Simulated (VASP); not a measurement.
# BP2 (P-1) in VASP: single point with PBE

Aim: the single point of BP2 with PBE.

All numbers are computed with VASP 6.6.1; they aren't measurements. Logs are shortened: lines on timing, memory, paths and dates and some standing lists are left out, and cuts for length are marked.

### Step 1. The cell of the first run

The typed cell holds 6 atoms: a = 3.303 Å, b = 5.493 Å, c = 4.947 Å, α = 75.16°, β = 73.97°, γ = 89.29°.

The cell was built from a structure type or drawn by symmetry, and may not be a known phase.

### Step 2. Single point, PBE

INCAR reads:

```
SYSTEM = BP2
PREC = Accurate ; ENCUT = 520
EDIFF = 1E-6 ; ISMEAR = 0
SIGMA = 0.2 ; LREAL = .False.
LASPH = .True. ; NELM = 60
ALGO = Normal ; ISIF = 2
LWAVE = .False. ; LCHARG = .False.
GGA = PE ; NBANDS = 22
```

KPOINTS reads:

```
Automatic mesh
0
Gamma
  5 3 3
  0 0 0
```

POSCAR reads:

```
BP2
1.0
    3.2962729739     -0.2094287442     -0.0137004852
    0.4168683582      5.4696247661      0.2937800270
    1.4461724118      0.9126420311      4.6415619337
B P
2 4
Direct
    0.5197770154      0.1641806415      0.9456636064
    0.4802229846      0.8358193585      0.0543363936
    0.4906193468      0.2940490424      0.5412997593
    0.5093806532      0.7059509576      0.4587002407
   -0.0495037152      0.2935962130      0.0915923604
    1.0495037152      0.7064037870      0.9084076396
```

Potentials or basis: VASP PAW PBE potentials, release 64 (B, P).

Run with:

```bash
$ cat potpaw_PBE.64/B/POTCAR potpaw_PBE.64/P/POTCAR > POTCAR
$ mpirun -np 1 vasp_std > vasp.out
```

OUTCAR:

```text
SYSTEM = BP2
   PREC = Accurate
   ENCUT = 520
   EDIFF = 1E-6
   ISMEAR = 0
   LREAL = .False.
   LASPH = .True.
   NELM = 60
   ISIF = 2
   GGA = PE

 ion  position               nearest neighbor table
   1  0.520  0.164  0.946-   2 1.74   3 1.97   5 1.98   5 2.01
   2  0.480  0.836  0.054-   1 1.74   4 1.97   6 1.98   6 2.01
   3  0.491  0.294  0.541-   1 1.97   4 2.19   5 2.32   5 2.81
   4  0.509  0.706  0.459-   2 1.97   3 2.19   6 2.32   6 2.81
   5  0.950  0.294  0.092-   1 1.98   1 2.01   6 2.21   3 2.32   3 2.81
   6  0.050  0.706  0.908-   2 1.98   2 2.01   5 2.21   4 2.32   4 2.81

  LATTYP: Found a triclinic cell.
 ALAT       =     4.9465571164
 B/A-ratio  =     0.6677265903
 C/A-ratio  =     1.1105398499
 COS(alpha) =     0.0123780483
 COS(beta)  =     0.2560714413
 COS(gamma) =     0.2761778235

  Lattice vectors:

 A1 = (   1.4461724118,   0.9126420311,   4.6415619337)
 A2 = (   3.2962729739,  -0.2094287442,  -0.0137004852)
 A3 = (   0.4168683582,   5.4696247661,   0.2937800270)

Analysis of symmetry for initial positions (statically):
=====================================================================
 Subroutine PRICEL returns:
 Original cell was already a primitive cell.

 Routine SETGRP: Setting up the symmetry group for a
 triclinic supercell.

 Subroutine GETGRP returns: Found  2 space group operations
 (whereof  2 operations were pure point group operations)
 out of a pool of  2 trial point group operations.

The static configuration has the point symmetry S_2 .

Analysis of symmetry for dynamics (positions and initial velocities):
=====================================================================
 Subroutine PRICEL returns:
 Original cell was already a primitive cell.

 Routine SETGRP: Setting up the symmetry group for a
 triclinic supercell.

 Subroutine GETGRP returns: Found  2 space group operations
 (whereof  2 operations were pure point group operations)
 out of a pool of  2 trial point group operations.

The dynamic configuration has the point symmetry S_2 .

 Subroutine INISYM returns: Found  2 space group operations
 (whereof  2 operations are pure point group operations),
 and found     1 'primitive' translations

----------------------------------------------------------------------------------------

                                     Primitive cell
[... 91 lines left out ...]
   ISPIN  =      1    spin polarized calculation?
   LNONCOLLINEAR =      F non collinear calculations
   LSORBIT =      F    spin-orbit coupling
   LASPH  =      T    aspherical Exc in radial PAW
   ENCUT  =  520.0 eV  38.22 Ry    6.18 a.u.   6.14 10.21  9.20*2*pi/ulx,y,z
   NELM   =     60;   NELMIN=  2; NELMDL= -5     # of ELM steps
   EDIFF  = 0.1E-05   stopping-criterion for ELM
   LREAL  =      F    real-space projection
[... 7 lines left out ...]
   TEBEG  =    0.0;   TEEND  =   0.0 temperature during run
   PSTRESS=    0.0 pullay stress
   NELECT =      26.0000    total number of electrons
   NUPDOWN=      -1.0000    fix difference up-down
   EMIN   =  10.00;   EMAX   =-10.00  energy-range for DOS
   EFERMI =   0.00;   METHOD = LEGACY
   ISMEAR =     0;   SIGMA  =   0.20  broadening in eV -4-tet -1-fermi 0-gaus
   EFERMI_NEDOS =   21; number of points for ismear=-14 and -15
   IALGO  =     38    algorithm
   IMIX   =      4    mixing-type and parameters
     AMIX     =   0.40;   BMIX     =  1.00
     AMIX_MAG =   1.60;   BMIX_MAG =  1.00
  volume/ion in A,a.u.               =      13.87        93.60
  Fermi-wavevector in a.u.,A,eV,Ry     =   1.110853  2.099208 16.789510  1.233994
  Thomas-Fermi vector in A             =   2.247409
   LORBIT       =      0    0 simple, 1 ext, 2 COOP (PROOUT), +10 PAW based schemes
   GGA     = PE    functional components
   LHFCALC =     F    Hartree Fock is set to
   AEXX    =    0.0000 exact exchange contribution
   IVDW    =     0    specifies the selected vdW correction
   LEPSILON=     F    determine dielectric tensor
   LRPA    =     F    only Hartree local field effects (RPA)
 non-spin polarized calculation
 Gauss-broadening in eV      SIGMA  =   0.20
  energy-cutoff  :      520.00
  volume of cell :       83.22
 maximum number of plane-waves:      2253
 NGX is ok and might be reduce to    28
   NGX = 13   NGY = 21   NGZ = 19

 number of electron      26.0000000 magnetization

 Free energy of the ion-electron system (eV)
  ---------------------------------------------------
  ext. energy  EPLUGINS =         0.00000000
  ---------------------------------------------------
  free energy    TOTEN  =       -34.53704414 eV

  energy without entropy =      -34.52116584  energy(sigma->0) =      -34.52910499

 E-fermi :   7.4152     XC(G=0): -10.6110

 val. band max:        7.3808490986   @ k =   0.0000   0.3333   0.3333
 cond. band min:       7.5369079629   @ k =   0.0000   0.0000   0.3333
 fundamental gap:      0.1560588643
 Fermi energy:         7.4151658514

 k-point     1 :       0.0000    0.0000    0.0000
  band No.  band energies     occupation
      1      -8.4974      2.00000
      2      -4.9709      2.00000
      3      -3.5299      2.00000
      4      -1.9234      2.00000
      5      -1.3308      2.00000
      6      -0.4317      2.00000
[... 564 lines left out ...]
     21      12.6670      0.00000
     22      13.6705      0.00000

------------------------ aborting loop because EDIFF is reached ----------------------------------------

  FORCE on cell =-STRESS in cart. coord.  units (eV):
  Direction    XX          YY          ZZ          XY          YZ          ZX
  --------------------------------------------------------------------------------------
  -------------------------------------------------------------------------------------
  Total       -0.0689705     -0.0739779     -0.1667431     -0.0626294     -0.0136923      0.0245604
  in kB       -1.3278394     -1.4242438     -3.2101860     -1.2057595     -0.2636085      0.4728431
  external PRESSURE =      -1.9874231 kB  Pullay stress =       0.0000000 kB

 VOLUME and BASIS-vectors are now :
 -----------------------------------------------------------------------------
  energy-cutoff  :      520.00
  volume of cell :       83.22
      direct lattice vectors                 reciprocal lattice vectors
     3.296272974 -0.209428744 -0.013700485     0.301844005 -0.018145422 -0.090477775
     0.416868358  5.469624766  0.293780027     0.011530543  0.184086174 -0.039788316
     1.446172412  0.912642031  4.641561934     0.000161145 -0.011704991  0.217695991

 POSITION                                       TOTAL-FORCE (eV/Angst)
 -----------------------------------------------------------------------------------
      3.14936      1.65220      4.43047         0.001534      0.026085     -0.012955
      2.00995      4.52064      0.49117        -0.001534     -0.026085      0.012955
      2.52261      1.99960      2.59214        -0.003386      0.019953      0.001462
      2.63671      4.17324      2.32950         0.003386     -0.019953     -0.001462
      3.38794      1.49039      0.49836         0.004959      0.032484     -0.006442
      1.77137      4.68245      4.42328        -0.004959     -0.032484      0.006442
 -----------------------------------------------------------------------------------
    total drift:                               -0.000000     -0.000000     -0.000000

  FREE ENERGIE OF THE ION-ELECTRON SYSTEM (eV)
  ---------------------------------------------------
  free  energy   TOTEN  =       -34.5370441444 eV

  energy  without entropy=      -34.5211658442  energy(sigma->0) =      -34.52910499
```

stdout:

```text
POSCAR found type information on POSCAR B P
 POSCAR found :  2 types and       6 ions
 scaLAPACK will be used
 LDA part: xc-table for (Slater+PW92), standard interpolation
 POSCAR, INCAR and KPOINTS ok, starting setup
 FFT: planning ... GRIDC
 FFT: planning ... GRID_SOFT
 FFT: planning ... GRID
 WAVECAR not read
 entering main loop
```

Run time: 24 s. Hardware: 1 thread of AMD EPYC 9R45 (Zen 5), shared host; peak memory 0.18 GiB.

What came out:

```yaml
Free_energy: -34.5370 eV
Pressure: -0.2 GPa
Largest_force: 0.033 eV/Å
Band_gap_on_the_k_mesh: zero (bands 13 and 14 overlap by 1.67 eV)
```

Forces on the atoms (eV/Å):
```
B    0.002  0.026 -0.013
B   -0.002 -0.026  0.013
P   -0.003  0.020  0.001
P    0.003 -0.020 -0.001
P    0.005  0.032 -0.006
P   -0.005 -0.032  0.006
```

Stress tensor (GPa, compression positive):
```
-0.13 -0.12  0.05
-0.12 -0.14 -0.03
 0.05 -0.03 -0.32
```

Caveat: the k points lie up to 0.46 Å⁻¹ apart, too coarse for converged energies and pressures of a metal.
